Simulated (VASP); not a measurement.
Set up this calculation in VASP 6.6.1, as the native input.

```
Task                   : relaxation of cell and atoms
Functional             : r2SCAN
Potentials or basis    : VASP PAW PBE potentials, release 64 (Cd, C)
Cutoff                 : 600 eV
k mesh                 : 6 × 6 × 4
Occupations            : gaussian, width 0.1 eV
Spin                   : no spin polarisation
Dipole correction      : no
Further INCAR settings : ALGO = Normal; EDIFF = 1e-06; IBRION = 2; EDIFFG = -0.04; NSW = 90; ISIF = 3
```

The system is Cd3C2.

```
CELL_PARAMETERS angstrom
3.97756 0.00000 0.00000
-1.98878 3.44467 0.00000
0.00000 0.00000 6.18844
ATOMIC_POSITIONS crystal
Cd 0.00000 0.00000 0.00000
Cd 0.33333 0.66667 0.64500
Cd 0.66667 0.33333 0.35500
C 0.33333 0.66667 0.24500
C 0.66667 0.33333 0.75500
```

The input as run:

POSCAR

```
Cd3C2
1.0
    3.9775629274      0.0000000000      0.0000000000
   -1.9887814637      3.4446705402      0.0000000000
    0.0000000000      0.0000000000      6.1884418134
Cd C
3 2
Direct
    0.0000000000      0.0000000000      0.0000000000
    0.3333333333      0.6666666667      0.6450000000
    0.6666666667      0.3333333333      0.3550000000
    0.3333333333      0.6666666667      0.2450000000
    0.6666666667      0.3333333333      0.7550000000
```

INCAR.step1

```
  PREC = Accurate
  ENCUT = 600
  ISMEAR = 0
  SIGMA = 0.1
  LREAL = F
  LASPH = T
  NELM = 60
  GGA = PE
  ALGO = Normal
  EDIFF = 1E-4
  LWAVE = T
  LCHARG = F
```

INCAR.step2

```
  PREC = Accurate
  ENCUT = 600
  EDIFF = 1E-6
  ISMEAR = 0
  SIGMA = 0.1
  LREAL = F
  LASPH = T
  NELM = 60
  ALGO = Normal
  ISIF = 3
  LWAVE = F
  LCHARG = F
  METAGGA = R2SCAN
  LMIXTAU = T
  IBRION = 2
  NSW = 90
  EDIFFG = -0.04
  ISTART = 1
```

KPOINTS

```
Automatic mesh
0
Gamma
  6 6 4
```

Potentials or basis: VASP PAW PBE potentials, release 64 (Cd, C).

The run is started by

```bash
$ cat potpaw_PBE.64/Cd/POTCAR potpaw_PBE.64/C/POTCAR > POTCAR
$ cp INCAR.step1 INCAR
$ mpirun -np 1 vasp_std > vasp.out
$ cp INCAR.step2 INCAR
$ mpirun -np 1 vasp_std > vasp.out
```

It gave:

```yaml
Relaxed_volume: 15.87 Å³/atom
Relaxed_cell: a = 3.897 Å, b = 3.897 Å, c = 6.036 Å, α = 90.00°, β = 90.00°, γ = 120.00°
Space_group_after_relaxing_to_0.1_Å: P-3m1 (No. 164)
Energy_gained_by_relaxing: 34.6 meV/atom
Ionic_steps: 12
Pressure_after_relaxing: 0.0 GPa
Largest_force_after_relaxing: 0.022 eV/Å
Band_gap_on_the_k_mesh: zero (bands 22 and 23 overlap by 2.37 eV)
```

Caveat: the PAW data sets were made with another functional, which shifts forces and pressure a little.

Wall time 13 min on 1 thread of Intel(R) Xeon(R) 6975P-C (Granite Rapids), on a shared host, peak memory 0.27 GiB.
